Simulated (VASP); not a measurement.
A run of VASP 6.6.1 is set up as follows.

The input INCAR:

```
SYSTEM = SnO2
PREC = Accurate ; ENCUT = 520
EDIFF = 1E-6 ; ISMEAR = -1
SIGMA = 0.02 ; LREAL = .False.
LASPH = .True. ; NELM = 80
ALGO = Normal ; ISIF = 2
LWAVE = .False. ; LCHARG = .False.
GGA = PE ; NBANDS = 35
```

Contents of KPOINTS:

```
regular mesh
0
Gamma
  4 4 6
  0 0 0
```

Contents of POSCAR:

```
SnO2
1.0
    4.7380000000      0.0000000000      0.0000000000
    0.0000000000      4.7380000000      0.0000000000
    0.0000000000      0.0000000000      3.1865000000
Sn O
2 4
Direct
    0.0000000000      0.0000000000      0.0000000000
    0.5000000000      0.5000000000      0.5000000000
    0.3071000000      0.3071000000      0.0000000000
    0.1929000000      0.8071000000      0.5000000000
    0.6929000000      0.6929000000      0.0000000000
    0.8071000000      0.1929000000      0.5000000000
```

Potentials or basis: VASP PAW PBE potentials, release 64 (Sn_d, O).

Launch:

```sh
$ cat potpaw_PBE.64/Sn_d/POTCAR potpaw_PBE.64/O/POTCAR > POTCAR
$ mpirun -np 1 vasp_std > vasp.out
```

(1) Estimate the band gap on the k mesh.

(2) What does it give for the largest force?

(3) What does it give for the pressure?

Answers

(1) 1.27 eV.

(2) 0.294 eV/Å.

(3) 11.8 GPa.

Caveat: the cell stands under pressure; spin-orbit coupling is left out, which moves the levels of the heavy elements.
